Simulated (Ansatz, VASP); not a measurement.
## Two plane-wave programs on TePb

INCAR

```
PREC = Accurate ; ENCUT = 500
EDIFF = 1E-6 ; ISMEAR = 0
SIGMA = 0.05 ; LREAL = F
LASPH = T ; NELM = 120
ALGO = Normal ; ISIF = 2
LWAVE = F ; LCHARG = F
GGA = CA ; NBANDS = 94
GGA_COMPAT = F
```

The input KPOINTS:

```
Automatic mesh
0
Gamma
  2 2 2
```

Contents of POSCAR:

```
TePb
1.0
    0.0000000000      6.4620000000      6.4620000000
    6.4620000000      0.0000000000      6.4620000000
    6.4620000000      6.4620000000      0.0000000000
Te Pb
8 8
Direct
    0.2500000000      0.2500000000      0.2500000000
    0.2500000000      0.2500000000      0.7500000000
    0.2500000000      0.7500000000      0.2500000000
    0.2500000000      0.7500000000      0.7500000000
    0.7500000000      0.2500000000      0.2500000000
    0.7500000000      0.2500000000      0.7500000000
    0.7500000000      0.7500000000      0.2500000000
    0.7500000000      0.7500000000      0.7500000000
    0.0000000000      0.0000000000      0.0000000000
    0.0000000000      0.0000000000      0.5000000000
    0.0000000000      0.5000000000      0.0000000000
    0.0000000000      0.5000000000      0.5000000000
    0.5000000000      0.0000000000      0.0000000000
    0.5000000000      0.0000000000      0.5000000000
    0.5000000000      0.5000000000      0.0000000000
    0.5000000000      0.5000000000      0.5000000000
```

Input for Ansatz:

```yaml
crystal:
  lattice:
    - [0.0, 3.231, 3.231]
    - [3.231, 0.0, 3.231]
    - [3.231, 3.231, 0.0]
  atoms:
    - { symbol: Te, position: [0.5, 0.5, 0.5] }
    - { symbol: Pb, position: [0.0, 0.0, 0.0] }
  supercell: [2, 2, 2]
basis:
  ecutwfc: 470.0
kpoints:
  mp_grid:
    grid: [2, 2, 2]
    shift: [0.0, 0.0, 0.0]
hamiltonian:
  xc: lda
scf:
  convergence:
    dr2_threshold: 1.0e-09
  occupations:
    method: gaussian
    width: 0.05
output:
  eigenvalues: true
```

Alike in both runs: task single point; functional LDA; k mesh 2 × 2 × 2; occupations gaussian, width 0.05 eV; no spin polarisation.

|  | VASP | Ansatz |
| --- | --- | --- |
| version | VASP 6.6.1 | Ansatz 0.2.0 |
| potentials or method | VASP PAW LDA potentials, release 64 (Te, Pb_d), cutoff 500 eV | plane waves, PAW |
| valence electrons in the cell | 160 | 240 |

```tsv
	VASP	Ansatz	Ansatz less VASP
gap on the k mesh at the Fermi level (eV)	0.64	0.65	+0.015
```

LDA's correlation is that of Perdew and Zunger in VASP and of Perdew and Wang (1992) in Ansatz. VASP's potentials hold 160 valence electrons a cell and Ansatz's 240, so a difference there can come from the potentials and not from the codes.

The k mesh is coarse, so the values compare programs but aren't converged. Spin-orbit coupling is off throughout.
